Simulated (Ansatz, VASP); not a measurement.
# One calculation of LiCl, two programs

Contents of INCAR:

```
PREC = Accurate
ENCUT = 600
EDIFF = 1E-7
ISMEAR = 0
SIGMA = 0.02
LREAL = F
LASPH = T
NELM = 80
ALGO = Normal
ISIF = 3
LWAVE = F
LCHARG = F
GGA = PE
IBRION = 2
NSW = 100
EDIFFG = -0.01
```

The input KPOINTS:

```
regular mesh
0
Gamma
  6 6 4
```

The input POSCAR:

```
LiCl
1.0
    3.6076615462      0.0000000000      0.0000000000
   -1.8038307731      3.1243265473      0.0000000000
    0.0000000000      0.0000000000      6.0626442207
Li Cl
2 2
Direct
    0.0000000000      0.0000000000      0.5000000000
    0.0000000000      0.0000000000      0.0000000000
    0.6666666667      0.3333333333      0.2500000000
    0.3333333333      0.6666666667      0.7500000000
```

Input for Ansatz:

```yaml
crystal:
  lattice:
    - [3.6076615462, 0.0, 0.0]
    - [-1.8038307731, 3.1243265473, 0.0]
    - [0.0, 0.0, 6.0626442207]
  atoms:
    - { symbol: Li, position: [0.0, 0.0, 0.5] }
    - { symbol: Li, position: [0.0, 0.0, 0.0] }
    - { symbol: Cl, position: [0.6666666667, 0.3333333333, 0.25] }
    - { symbol: Cl, position: [0.3333333333, 0.6666666667, 0.75] }
basis:
  ecutwfc: 420
kpoints:
  mp_grid: { grid: [6, 6, 4] }
hamiltonian:
  xc: pbe
scf:
  occupations: { method: gaussian, width: 0.02 }
output:
  forces: true
  stress: true
  eigenvalues: true
relax:
  adjacent_minimum: "off"
  f_tol: 0.01
  max_steps: 80
  cell: { stress_tol: 0.05 }
```

Alike in both runs: task relaxation of cell and atoms; functional PBE; k mesh 6 × 6 × 4; occupations gaussian, width 0.02 eV; no spin polarisation.

```csv
,VASP,Ansatz
version,VASP 6.6.1,Ansatz 0.2.0
potentials or method,"VASP PAW PBE potentials, release 64 (Li_sv, Cl), cutoff 600 eV","scalar-relativistic, plane waves, PAW"
valence electrons in the cell,20,20
```

```tsv
	VASP	Ansatz	Ansatz less VASP
gap on the k mesh at the Fermi level, each at its own relaxed structure (eV)	6.26	6.22	-0.041
relaxed volume (Å³/atom)	16.97	17.05	+0.079
relaxed cell length with the largest relative difference (Å)	6.061	6.073	+0.0117
```

Noted on VASP's run: the cutoff is short for stress, so the pressure is rough.
